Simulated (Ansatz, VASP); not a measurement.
## Be: VASP beside Ansatz

Contents of INCAR:

```
PREC = Accurate ; ENCUT = 600
EDIFF = 1E-7 ; ISMEAR = 0
SIGMA = 0.1 ; LREAL = F
LASPH = T ; NELM = 60
ALGO = Fast ; ISIF = 3
LWAVE = F ; LCHARG = F
GGA = PE ; IVDW = 12
IBRION = 2 ; NSW = 100
EDIFFG = -0.05
```

KPOINTS

```
regular mesh
0
Gamma
  9 9 6
```

File POSCAR:

```
Be
1.0
    2.2853000000      0.0000000000      0.0000000000
   -1.1426500000      1.9791278553      0.0000000000
    0.0000000000      0.0000000000      3.5842000000
Be
2
Direct
    0.3333333333      0.6666666667      0.2500000000
    0.6666666667      0.3333333333      0.7500000000
```

Input for Ansatz:

```yaml
crystal:
  lattice:
    - [2.2853, 0.0, 0.0]
    - [-1.14265, 1.9791278553, 0.0]
    - [0.0, 0.0, 3.5842]
  atoms:
    - { symbol: Be, position: [0.3333333333, 0.6666666667, 0.25] }
    - { symbol: Be, position: [0.6666666667, 0.3333333333, 0.75] }
basis:
  ecutwfc: 420
kpoints:
  mp_grid: { grid: [9, 9, 6] }
hamiltonian:
  xc: pbe
  dispersion: d3bj
scf:
  occupations: { method: gaussian, width: 0.1 }
output:
  forces: true
  stress: true
  eigenvalues: true
relax:
  adjacent_minimum: "off"
  f_tol: 0.05
  max_steps: 80
  cell: { stress_tol: 0.5 }
```

Alike in both runs: task relaxation of cell and atoms; functional PBE; dispersion D3(BJ); k mesh 9 × 9 × 6; occupations gaussian, width 0.1 eV; no spin polarisation.

|  | VASP | Ansatz |
| --- | --- | --- |
| version | VASP 6.6.1 | Ansatz 0.2.0 |
| potentials or method | VASP PAW PBE potentials, release 64 (Be), cutoff 600 eV | scalar-relativistic, plane waves, PAW |
| valence electrons in the cell | 4 | 4 |

Ansatz gave:

```
gap on the k mesh at the Fermi level, each at its own relaxed structure (eV) : none
relaxed volume (Å³/atom)                                                     : 7.44
relaxed cell length with the largest relative difference (Å)                 : 2.224
```

Task: What did VASP give for the same quantities?

Result: gap on the k mesh at the Fermi level, each at its own relaxed structure (eV): none; relaxed volume (Å³/atom): 7.46; relaxed cell length with the largest relative difference (Å): 2.228.

A gap of «none» marks a metal or a gap that the smearing closes.
